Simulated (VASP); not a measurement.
# TmO4 (Pm-3m) in VASP: single point with PBE

Aim: the single point of TmO4 with PBE.

Everything below comes from runs of VASP 6.6.1. Logs are shortened: lines on timing, memory, paths and dates and some standing lists are left out, and cuts for length are marked.

## (1) The cell of the first run

It takes space group Pm-3m (No. 221, cubic). Conventional cell: a = 3.903 Å, b = 3.903 Å, c = 3.903 Å, α = 90.00°, β = 90.00°, γ = 90.00°. Within 2.6 Å of Tm (site symmetry m-3m) lie 6 O at 1.95 Å. Within 2.6 Å of O (site symmetry 4/mmm) lie 2 Tm at 1.95 Å. O (site symmetry m-3m) has 12 O at 2.76 Å and 8 Tm at 3.38 Å within 3.6 Å.

## (2) Single point, PBE

File INCAR:

```
SYSTEM = TmO4
ALGO = Normal
EDIFF = 1E-6
ENCUT = 520
GGA = PE
ISIF = 2
ISMEAR = 0
LASPH = .True.
LCHARG = .True.
LELF = .True.
LREAL = .False.
LVHAR = .True.
LWAVE = .False.
NBANDS = 32
NELM = 60
PREC = Accurate
SIGMA = 0.1
```

File KPOINTS:

```
k-points
0
Gamma
  4 4 4
  0 0 0
```

File POSCAR:

```
TmO4
1.0
    3.9028453400      0.0000000000      0.0000000000
    0.0000000000      3.9028453400      0.0000000000
    0.0000000000      0.0000000000      3.9028453400
Tm O
1 4
Direct
    0.0000000000      0.0000000000      0.0000000000
    0.5000000000      0.0000000000      0.0000000000
    0.0000000000      0.5000000000      0.0000000000
    0.0000000000      0.0000000000      0.5000000000
    0.5000000000      0.5000000000      0.5000000000
```

Potentials or basis: VASP PAW PBE potentials, release 64 (Tm, O).

The run is started by

```bash
> cat potpaw_PBE.64/Tm/POTCAR potpaw_PBE.64/O/POTCAR > POTCAR
> mpirun -np 1 vasp_std > vasp.out
```

OUTCAR:

```text
SYSTEM = TmO4
   EDIFF = 1E-6
   ENCUT = 520
   GGA = PE
   ISIF = 2
   ISMEAR = 0
   LASPH = .True.
   LREAL = .False.
   NELM = 60
   PREC = Accurate

 ion  position               nearest neighbor table
   1  0.000  0.000  0.000-   2 1.95   3 1.95   4 1.95   4 1.95   3 1.95   2 1.95
   2  0.500  0.000  0.000-   1 1.95   1 1.95
   3  0.000  0.500  0.000-   1 1.95   1 1.95
   4  0.000  0.000  0.500-   1 1.95   1 1.95
   5  0.500  0.500  0.500-

  LATTYP: Found a simple cubic cell.
 ALAT       =     3.9028453400

  Lattice vectors:

 A1 = (   3.9028453400,   0.0000000000,   0.0000000000)
 A2 = (   0.0000000000,   3.9028453400,   0.0000000000)
 A3 = (   0.0000000000,   0.0000000000,   3.9028453400)

Analysis of symmetry for initial positions (statically):
=====================================================================
 Subroutine PRICEL returns:
 Original cell was already a primitive cell.

 Routine SETGRP: Setting up the symmetry group for a
 simple cubic supercell.

 Subroutine GETGRP returns: Found 48 space group operations
 (whereof 48 operations were pure point group operations)
 out of a pool of 48 trial point group operations.

The static configuration has the point symmetry O_h .

Analysis of symmetry for dynamics (positions and initial velocities):
=====================================================================
 Subroutine PRICEL returns:
 Original cell was already a primitive cell.

 Routine SETGRP: Setting up the symmetry group for a
 simple cubic supercell.

 Subroutine GETGRP returns: Found 48 space group operations
 (whereof 48 operations were pure point group operations)
 out of a pool of 48 trial point group operations.

The dynamic configuration has the point symmetry O_h .

 Subroutine INISYM returns: Found 48 space group operations
 (whereof 48 operations are pure point group operations),
 and found     1 'primitive' translations

----------------------------------------------------------------------------------------

                                     Primitive cell

  volume of cell :      59.4489

  direct lattice vectors                    reciprocal lattice vectors
     3.902845340  0.000000000  0.000000000     0.256223322  0.000000000  0.000000000
     0.000000000  3.902845340  0.000000000     0.000000000  0.256223322  0.000000000
     0.000000000  0.000000000  3.902845340     0.000000000  0.000000000  0.256223322
[... 75 lines left out ...]
   EDIFF  = 0.1E-05   stopping-criterion for ELM
   LREAL  =      F    real-space projection
   EDIFFG = 0.1E-04   stopping-criterion for IOM
   NSW    =      0    number of steps for IOM
   IBRION =     -1    ionic relax: 0-MD 1-quasi-New 2-CG
   NFREE  =      0    steps in history (QN), initial steepest desc. (CG)
   ISIF   =      2    stress and relaxation
   ISYM   =      2    0-nonsym 1-usesym 2-fastsym
   POTIM  = 0.5000    time-step for ionic-motion
   TEBEG  =    0.0;   TEEND  =   0.0 temperature during run
   PSTRESS=    0.0 pullay stress
   NELECT =      47.0000    total number of electrons
   NUPDOWN=      -1.0000    fix difference up-down
   EMIN   =  10.00;   EMAX   =-10.00  energy-range for DOS
   EFERMI =   0.00;   METHOD = LEGACY
   ISMEAR =     0;   SIGMA  =   0.10  broadening in eV -4-tet -1-fermi 0-gaus
   EFERMI_NEDOS =   21; number of points for ismear=-14 and -15
   IALGO  =     38    algorithm
   IMIX   =      4    mixing-type and parameters
     AMIX     =   0.40;   BMIX     =  1.00
     AMIX_MAG =   1.60;   BMIX_MAG =  1.00
  volume/ion in A,a.u.               =      11.89        80.24
  Fermi-wavevector in a.u.,A,eV,Ry     =   1.513768  2.860608 31.177680  2.291495
  Thomas-Fermi vector in A             =   2.623515
   LORBIT       =      0    0 simple, 1 ext, 2 COOP (PROOUT), +10 PAW based schemes
   GGA     = PE    functional components
   LHFCALC =     F    Hartree Fock is set to
   AEXX    =    0.0000 exact exchange contribution
   IVDW    =     0    specifies the selected vdW correction
   LEPSILON=     F    determine dielectric tensor
   LRPA    =     F    only Hartree local field effects (RPA)
 non-spin polarized calculation
 Gauss-broadening in eV      SIGMA  =   0.10
  energy-cutoff  :      520.00
  volume of cell :       59.45
 maximum number of plane-waves:      1628
 NGX is ok and might be reduce to    30
   NGX = 15   NGY = 15   NGZ = 15

 number of electron      47.0000005 magnetization

 Free energy of the ion-electron system (eV)
  ---------------------------------------------------
  ext. energy  EPLUGINS =         0.00000000
  ---------------------------------------------------
  free energy    TOTEN  =       -22.67894960 eV

  energy without entropy =      -22.58739487  energy(sigma->0) =      -22.63317223

 E-fermi :  -0.4759     XC(G=0): -10.8148

 val. band max:       -0.4766208717   @ k =   0.5000   0.0000   0.0000
 cond. band min:      -0.4481818355   @ k =   0.2500   0.2500   0.2500
 fundamental gap:      0.0284390361
 Fermi energy:        -0.4759177054

 k-point     1 :       0.0000    0.0000    0.0000
  band No.  band energies     occupation
      1     -48.7175      2.00000
      2     -22.2349      2.00000
      3     -22.2349      2.00000
      4     -22.2349      2.00000
      5     -17.9337      2.00000
      6     -17.4276      2.00000
[... 339 lines left out ...]
     31      13.7417      0.00000
     32      14.4944      0.00000

------------------------ aborting loop because EDIFF is reached ----------------------------------------

  FORCE on cell =-STRESS in cart. coord.  units (eV):
  Direction    XX          YY          ZZ          XY          YZ          ZX
  --------------------------------------------------------------------------------------
  -------------------------------------------------------------------------------------
  Total       10.7837414     10.7837414     10.7837414     -0.0000000     -0.0000000      0.0000000
  in kB      290.6270417    290.6270417    290.6270417     -0.0000000     -0.0000000      0.0000000
  external PRESSURE =     290.6270417 kB  Pullay stress =       0.0000000 kB

 VOLUME and BASIS-vectors are now :
 -----------------------------------------------------------------------------
  energy-cutoff  :      520.00
  volume of cell :       59.45
      direct lattice vectors                 reciprocal lattice vectors
     3.902845340  0.000000000  0.000000000     0.256223322  0.000000000  0.000000000
     0.000000000  3.902845340  0.000000000     0.000000000  0.256223322  0.000000000
     0.000000000  0.000000000  3.902845340     0.000000000  0.000000000  0.256223322

 POSITION                                       TOTAL-FORCE (eV/Angst)
 -----------------------------------------------------------------------------------
      0.00000      0.00000      0.00000         0.000000      0.000000      0.000000
      1.95142      0.00000      0.00000         0.000000      0.000000      0.000000
      0.00000      1.95142      0.00000         0.000000      0.000000      0.000000
      0.00000      0.00000      1.95142         0.000000      0.000000      0.000000
      1.95142      1.95142      1.95142         0.000000      0.000000      0.000000
 -----------------------------------------------------------------------------------
    total drift:                                0.000000     -0.000000      0.000000

  FREE ENERGIE OF THE ION-ELECTRON SYSTEM (eV)
  ---------------------------------------------------
  free  energy   TOTEN  =       -22.6789495976 eV

  energy  without entropy=      -22.5873948723  energy(sigma->0) =      -22.63317223
```

stdout:

```text
POSCAR found type information on POSCAR TmO
 POSCAR found :  2 types and       5 ions
 scaLAPACK will be used
 LDA part: xc-table for (Slater+PW92), standard interpolation
 POSCAR, INCAR and KPOINTS ok, starting setup
 FFT: planning ... GRIDC
 FFT: planning ... GRID_SOFT
 FFT: planning ... GRID
 WAVECAR not read
 entering main loop
```

Run time: 47 s. Hardware: 1 thread of Intel Xeon Platinum 8559C (Emerald Rapids), shared host; peak memory 0.18 GiB.

Results:

```
Free energy : -22.6789 eV
Pressure    : 29.1 GPa
```

Levels at points of the mesh, in eV from the Fermi level:
```csv
k point,band 21,band 22,band 23,band 24,band 25,band 26,band 27,band 28
"(0.00, 0.00, 0.00)",0.09,0.33,0.33,0.33,1.36,1.36,1.36,7.47
"(0.50, 0.00, 0.00)",-0.32,-0.29,-0.10,-0.10,0.00,1.28,1.28,7.67
"(0.50, 0.50, 0.00)",-0.65,-0.65,-0.44,-0.13,0.47,0.47,1.16,10.06
"(0.50, 0.50, 0.50)",-0.60,-0.12,-0.12,-0.12,0.13,0.13,0.13,12.12
```

Caveat: the k points lie up to 0.40 Å⁻¹ apart; spin-orbit coupling is left out, which moves the levels of the heavy elements; an odd number of electrons without spin polarisation forces a metal; a magnetic or distorted state may lie lower; the run has no spin polarisation, though such a crystal can be magnetic; without U or exact exchange the open f shell lies at the Fermi level, which spoils levels, moments and volumes. With open d or f shells a metallic result of PBE can be an artefact of self-interaction; +U or a hybrid may open a gap.
